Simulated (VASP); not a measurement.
Here is a VASP 6.6.1 calculation.

INCAR

```
PREC = Accurate
ENCUT = 520
EDIFF = 1E-7
ISMEAR = 0
SIGMA = 0.0216
LREAL = False
LASPH = True
NELM = 100
ALGO = Normal
ISIF = 2
LWAVE = False
LCHARG = False
GGA = PE
IBRION = 2
NSW = 60
EDIFFG = -0.01
KPAR = 4
```

The input KPOINTS:

```
Automatic mesh
0
Gamma
  5 5 4
```

File POSCAR:

```
Ag5P2O6
1.0
    2.8742790000      4.9783940000      0.0000000000
   -2.8742790000      4.9783940000      0.0000000000
    0.0000000000      0.0000000000      6.2269840000
Ag P O
5 2 6
Direct
    0.0000000000      0.0000000000      0.2412000000
    0.0000000000      0.0000000000      0.7588000000
    0.5000000000      0.5000000000      0.0000000000
    0.0000000000      0.5000000000      0.0000000000
    0.5000000000      0.0000000000      0.0000000000
    0.6667000000      0.6666000000      0.5000000000
    0.3333000000      0.3334000000      0.5000000000
    0.6208000000      0.3792000000      0.6892000000
    0.0000000000      0.6208000000      0.6892000000
    0.3792000000      0.0000000000      0.6892000000
    0.0000000000      0.3792000000      0.3108000000
    0.3792000000      0.6208000000      0.3108000000
    0.6208000000      0.0000000000      0.3108000000
```

Potentials or basis: VASP PAW PBE potentials, release 64 (Ag, P, O).

Run with:

```sh
$ cat potpaw_PBE.64/Ag/POTCAR potpaw_PBE.64/P/POTCAR potpaw_PBE.64/O/POTCAR > POTCAR
$ mpirun -np 4 vasp_std > vasp.out
```

**Question.** What does it give for the energy gained by relaxing?

**Answer.** 98.4 meV/atom.

**Question.** Estimate the band gap on the k mesh.

**Answer.** Zero (an odd number of electrons rules out a gap without spin polarisation).

Final structure:
```
CELL_PARAMETERS angstrom
2.87428 4.97839 0.00000
-2.87428 4.97839 0.00000
0.00000 0.00000 6.22698
ATOMIC_POSITIONS crystal
Ag 0.99996 0.00000 0.21742
Ag 0.00004 0.00000 0.78258
Ag 0.50000 0.50000 0.00000
Ag 0.00000 0.50000 0.00000
Ag 0.50000 0.00000 0.00000
P 0.66670 0.66660 0.50000
P 0.33330 0.33340 0.50000
O 0.59481 0.40533 0.66089
O 0.00014 0.59467 0.66089
O 0.40526 0.00000 0.66101
O 0.99986 0.40533 0.33911
O 0.40519 0.59467 0.33911
O 0.59474 0.00000 0.33899
```

Caveat: an odd number of electrons without spin polarisation forces a metal; a magnetic or distorted state may lie lower.
